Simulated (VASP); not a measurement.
# Ge in VASP: notebook

The runs below take Ge through single point, with PBE.

All numbers are computed with VASP 6.6.1; they aren't measurements. Logs are shortened: lines on timing, memory, paths and dates and some standing lists are left out, and cuts for length are marked.

## (1) The cell of the first run

The typed cell holds 2 atoms: a = 4.074 Å, b = 4.074 Å, c = 4.074 Å, α = 120.00°, β = 120.00°, γ = 90.00°.

## (2) Single point, PBE

INCAR

```
PREC = Accurate
ENCUT = 520
EDIFF = 1E-6
ISMEAR = 0
SIGMA = 0.1
LREAL = False
LASPH = True
NELM = 80
ALGO = Normal
ISIF = 2
LWAVE = False
LCHARG = False
GGA = PE
NBANDS = 21
```

KPOINTS

```
regular mesh
0
Gamma
  20 20 20
```

POSCAR

```
Ge
1.0
   -2.0367444297      2.0367444297      2.8805516660
    2.0367444297     -2.0367444297      2.8805516660
    2.0367444297      2.0367444297     -2.8805516660
Ge
2
Direct
    0.2500000000      0.7500000000      0.5000000000
    0.5000000000      0.5000000000      0.0000000000
```

Potentials or basis: VASP PAW PBE potentials, release 64 (Ge_d).

Command:

```console
> cat potpaw_PBE.64/Ge_d/POTCAR > POTCAR
> mpirun -np 1 vasp_std > vasp.out
```

OUTCAR:

```text
PREC = Accurate
   ENCUT = 520
   EDIFF = 1E-6
   ISMEAR = 0
   LREAL = False
   LASPH = True
   NELM = 80
   ISIF = 2
   GGA = PE

 ion  position               nearest neighbor table
   1  0.250  0.750  0.500-   2 2.49   2 2.49   2 2.49   2 2.49
   2  0.500  0.500  0.000-   1 2.49   1 2.49   1 2.49   1 2.49

  LATTYP: Found a body centered tetragonal cell.
 ALAT       =     4.0734888594
 C/A-ratio  =     1.4142921537

  Lattice vectors:

 A1 = (  -2.0367444297,   2.0367444297,   2.8805516660)
 A2 = (   2.0367444297,  -2.0367444297,   2.8805516660)
 A3 = (   2.0367444297,   2.0367444297,  -2.8805516660)

Analysis of symmetry for initial positions (statically):
=====================================================================
 Subroutine PRICEL returns:
 Original cell was already a primitive cell.

 Routine SETGRP: Setting up the symmetry group for a
 body centered tetragonal supercell.

 Subroutine GETGRP returns: Found 16 space group operations
 (whereof  8 operations were pure point group operations)
 out of a pool of 16 trial point group operations.

The static configuration has the point symmetry D_2d.
 The point group associated with its full space group is D_4h.

Analysis of symmetry for dynamics (positions and initial velocities):
=====================================================================
 Subroutine PRICEL returns:
 Original cell was already a primitive cell.

 Routine SETGRP: Setting up the symmetry group for a
 body centered tetragonal supercell.

 Subroutine GETGRP returns: Found 16 space group operations
 (whereof  8 operations were pure point group operations)
 out of a pool of 16 trial point group operations.

The dynamic configuration has the point symmetry D_2d.
 The point group associated with its full space group is D_4h.

 Subroutine INISYM returns: Found 16 space group operations
 (whereof  8 operations are pure point group operations),
 and found     1 'primitive' translations

----------------------------------------------------------------------------------------

                                     Primitive cell

  volume of cell :      47.7979

  direct lattice vectors                    reciprocal lattice vectors
    -2.036744430  2.036744430  2.880551666     0.000000000  0.245489808  0.173577862
     2.036744430 -2.036744430  2.880551666     0.245489808  0.000000000  0.173577862
     2.036744430  2.036744430 -2.880551666     0.245489808  0.245489808  0.000000000

  length of vectors
     4.073602048  4.073602048  4.073602048     0.300656815  0.300656815  0.347175017

  position of ions in fractional coordinates (direct lattice)
     0.250000000  0.750000000  0.500000000
     0.500000000  0.500000000  0.000000000

  ion indices of the primitive-cell ions
   primitive index   ion index
                 1           1
                 2           2

----------------------------------------------------------------------------------------

 KPOINTS: regular mesh

Automatic generation of k-mesh.
 Grid dimensions read from file:
 generate k-points for:   20   20   20

 Generating k-lattice:

  Cartesian coordinates                     Fractional coordinates (reciprocal lattice)
     0.000000000  0.012274490  0.008678893     0.050000000 -0.000000000  0.000000000
     0.012274490  0.000000000  0.008678893    -0.000000000  0.050000000  0.000000000
     0.012274490  0.012274490  0.000000000     0.000000000  0.000000000  0.050000000

  Length of vectors
     0.015032841  0.015032841  0.017358751

  Shift w.r.t. Gamma in fractional coordinates (k-lattice)
     0.000000000  0.000000000  0.000000000

 Subroutine IBZKPT returns following result:
 ===========================================

 Found    641 irreducible k-points:

 Following reciprocal coordinates:
            Coordinates               Weight
  0.000000  0.000000  0.000000      1.000000
  0.050000  0.000000 -0.000000      8.000000
  0.100000  0.000000 -0.000000      8.000000
  0.150000  0.000000  0.000000      8.000000
  0.200000  0.000000 -0.000000      8.000000
  0.250000  0.000000  0.000000      8.000000
[... 16 lines left out ...]
 -0.400000  0.050000  0.000000     16.000000
 -0.350000  0.050000  0.000000     16.000000
 [... further k-points ...]
   k-points           NKPTS =    641   k-points in BZ     NKDIM =    641   number of bands    NBANDS=     21
   number of dos      NEDOS =    301   number of ions     NIONS =      2
   total plane-waves  NPLWV =  27000
   dimension x,y,z NGX =    30 NGY =   30 NGZ =   30
   dimension x,y,z NGXF=    60 NGYF=   60 NGZF=   60
   ions per type =               2
   NGX,Y,Z   is equivalent  to a cutoff of  12.24, 12.24, 12.24 a.u.
   NGXF,Y,Z  is equivalent  to a cutoff of  24.49, 24.49, 24.49 a.u.
 SYSTEM =  unknown system
   PREC   = accura    normal or accurate (medium, high low for compatibility)
   ISTART =      0    job   : 0-new  1-cont  2-samecut
   ICHARG =      2    charge: 1-file 2-atom 10-const
   ISPIN  =      1    spin polarized calculation?
   LNONCOLLINEAR =      F non collinear calculations
   LSORBIT =      F    spin-orbit coupling
   LASPH  =      T    aspherical Exc in radial PAW
   ENCUT  =  520.0 eV  38.22 Ry    6.18 a.u.   7.57  7.57  7.57*2*pi/ulx,y,z
   NELM   =     80;   NELMIN=  2; NELMDL= -5     # of ELM steps
   EDIFF  = 0.1E-05   stopping-criterion for ELM
   LREAL  =      F    real-space projection
   EDIFFG = 0.1E-04   stopping-criterion for IOM
   NSW    =      0    number of steps for IOM
   IBRION =     -1    ionic relax: 0-MD 1-quasi-New 2-CG
   NFREE  =      0    steps in history (QN), initial steepest desc. (CG)
   ISIF   =      2    stress and relaxation
   ISYM   =      2    0-nonsym 1-usesym 2-fastsym
   POTIM  = 0.5000    time-step for ionic-motion
   TEBEG  =    0.0;   TEEND  =   0.0 temperature during run
   PSTRESS=    0.0 pullay stress
   NELECT =      28.0000    total number of electrons
   NUPDOWN=      -1.0000    fix difference up-down
   EMIN   =  10.00;   EMAX   =-10.00  energy-range for DOS
   EFERMI =   0.00;   METHOD = LEGACY
   ISMEAR =     0;   SIGMA  =   0.10  broadening in eV -4-tet -1-fermi 0-gaus
   EFERMI_NEDOS =   21; number of points for ismear=-14 and -15
   IALGO  =     38    algorithm
   IMIX   =      4    mixing-type and parameters
     AMIX     =   0.40;   BMIX     =  1.00
     AMIX_MAG =   1.60;   BMIX_MAG =  1.00
  volume/ion in A,a.u.               =      23.90       161.28
  Fermi-wavevector in a.u.,A,eV,Ry     =   1.369802  2.588551 25.529410  1.876359
  Thomas-Fermi vector in A             =   2.495645
   LORBIT       =      0    0 simple, 1 ext, 2 COOP (PROOUT), +10 PAW based schemes
   GGA     = PE    functional components
   LHFCALC =     F    Hartree Fock is set to
   AEXX    =    0.0000 exact exchange contribution
   IVDW    =     0    specifies the selected vdW correction
   LEPSILON=     F    determine dielectric tensor
   LRPA    =     F    only Hartree local field effects (RPA)
 non-spin polarized calculation
 Gauss-broadening in eV      SIGMA  =   0.10
  energy-cutoff  :      520.00
  volume of cell :       47.80
 maximum number of plane-waves:      1307
   NGX = 15   NGY = 15   NGZ = 15

 number of electron      27.9999979 magnetization

 Free energy of the ion-electron system (eV)
  ---------------------------------------------------
  ext. energy  EPLUGINS =         0.00000000
  ---------------------------------------------------
  free energy    TOTEN  =        -9.03734487 eV

  energy without entropy =       -9.03708820  energy(sigma->0) =       -9.03721653

 E-fermi :   4.4907     XC(G=0):  -9.6708

 val. band max:        4.4783666128   @ k =   0.0000   0.0000   0.0000
 cond. band min:       4.5034519748   @ k =   0.5000   0.0000   0.0000
 fundamental gap:      0.0250853620
 Fermi energy:         4.4906955079

 k-point     1 :       0.0000    0.0000    0.0000
  band No.  band energies     occupation
      1     -20.2677      2.00000
      2     -20.2677      2.00000
      3     -20.2677      2.00000
      4     -20.2356      2.00000
      5     -20.2356      2.00000
      6     -20.0525      2.00000
[... 13 lines left out ...]
     20      13.8170      0.00000
     21      13.8180      0.00000

 k-point     2 :       0.0500    0.0000   -0.0000
  band No.  band energies     occupation
      1     -20.2692      2.00000
      2     -20.2692      2.00000
      3     -20.2674      2.00000
      4     -20.2337      2.00000
      5     -20.2336      2.00000
      6     -20.0556      2.00000
[... 13 lines left out ...]
     20      13.5663      0.00000
     21      13.5673      0.00000

 k-point     3 :       0.1000    0.0000   -0.0000
  band No.  band energies     occupation
      1     -20.2727      2.00000
      2     -20.2726      2.00000
      3     -20.2663      2.00000
      4     -20.2289      2.00000
      5     -20.2289      2.00000
      6     -20.0610      2.00000
[... 13 lines left out ...]
     20      13.1554      0.00000
     21      13.1562      0.00000

 k-point     4 :       0.1500    0.0000    0.0000
  band No.  band energies     occupation
      1     -20.2766      2.00000
      2     -20.2766      2.00000
      3     -20.2646      2.00000
      4     -20.2228      2.00000
      5     -20.2228      2.00000
      6     -20.0666      2.00000
[... 13 lines left out ...]
     20      12.8302      0.00000
     21      12.8309      0.00000

 k-point     5 :       0.2000    0.0000   -0.0000
  band No.  band energies     occupation
      1     -20.2804      2.00000
      2     -20.2804      2.00000
      3     -20.2625      2.00000
      4     -20.2167      2.00000
      5     -20.2167      2.00000
      6     -20.0718      2.00000
[... 13 lines left out ...]
     20      12.6720      0.00000
     21      12.6724      0.00000
[... 382 lines left out ...]
     20      14.8988      0.00000
     21      15.4171      0.00000

 k-point    22 :      -0.4500    0.0500    0.0000
  band No.  band energies     occupation
      1     -20.2916      2.00000
      2     -20.2887      2.00000
      3     -20.2503      2.00000
      4     -20.1999      2.00000
      5     -20.1973      2.00000
      6     -20.0884      2.00000
[... 13 lines left out ...]
     20      14.6115      0.00000
     21      15.1307      0.00000

 k-point    23 :      -0.4000    0.0500    0.0000
  band No.  band energies     occupation
      1     -20.2910      2.00000
      2     -20.2875      2.00000
      3     -20.2522      2.00000
      4     -20.2024      2.00000
      5     -20.1978      2.00000
      6     -20.0894      2.00000
[... 13 lines left out ...]
     20      13.7985      0.00000
     21      14.4364      0.00000

 k-point    24 :      -0.3500    0.0500    0.0000
  band No.  band energies     occupation
      1     -20.2898      2.00000
      2     -20.2859      2.00000
      3     -20.2548      2.00000
      4     -20.2057      2.00000
      5     -20.1998      2.00000
      6     -20.0890      2.00000
[... 13 lines left out ...]
     20      13.1332      0.00000
     21      13.8204      0.00000

 [... further k-points ...]
[... 5 lines left out ...]
  --------------------------------------------------------------------------------------
  -------------------------------------------------------------------------------------
  Total       -0.0293826     -0.0293826     -0.0304552      0.0000000      0.0000000      0.0000000
  in kB       -0.9849013     -0.9849013     -1.0208539      0.0000000      0.0000000      0.0000000
  external PRESSURE =      -0.9968855 kB  Pullay stress =       0.0000000 kB

 VOLUME and BASIS-vectors are now :
 -----------------------------------------------------------------------------
  energy-cutoff  :      520.00
  volume of cell :       47.80
      direct lattice vectors                 reciprocal lattice vectors
    -2.036744430  2.036744430  2.880551666     0.000000000  0.245489808  0.173577862
     2.036744430 -2.036744430  2.880551666     0.245489808  0.000000000  0.173577862
     2.036744430  2.036744430 -2.880551666     0.245489808  0.245489808  0.000000000

 POSITION                                       TOTAL-FORCE (eV/Angst)
 -----------------------------------------------------------------------------------
      2.03674      0.00000      1.44028        -0.000000     -0.000000     -0.000000
      0.00000      0.00000      2.88055         0.000000      0.000000      0.000000
 -----------------------------------------------------------------------------------
    total drift:                                0.000000     -0.000000      0.000000

  FREE ENERGIE OF THE ION-ELECTRON SYSTEM (eV)
  ---------------------------------------------------
  free  energy   TOTEN  =        -9.0373448703 eV

  energy  without entropy=       -9.0370881975  energy(sigma->0) =       -9.03721653
```

It took 3.5 min on 1 thread of Intel Xeon 6975P-C (Granite Rapids), shared host; peak memory 0.56 GiB.

What came out:

```yaml
Free_energy: -9.0373 eV
Pressure: -0.1 GPa
Band_gap_on_the_k_mesh: zero (filled and empty bands touch)
```

Levels at points of the mesh, in eV from the Fermi level:
```tsv
k point	band 10	band 11	band 12	band 13	band 14	band 15	band 16	band 17	band 18	band 19
(0.00, 0.00, 0.00)	-24.53	-12.38	-0.46	-0.01	-0.01	-0.01	2.52	2.52	2.52	6.28
(0.50, 0.00, 0.00)	-24.51	-10.42	-7.37	-1.34	-1.34	0.01	3.70	3.71	7.09	10.21
(0.50, 0.50, 0.00)	-24.50	-8.70	-8.70	-2.90	-2.90	0.81	0.81	9.06	9.06	11.07
(0.50, 0.50, 0.50)	-24.50	-8.70	-8.70	-2.90	-2.90	0.81	0.81	9.06	9.06	11.07
```

[end of part 1 of 2]
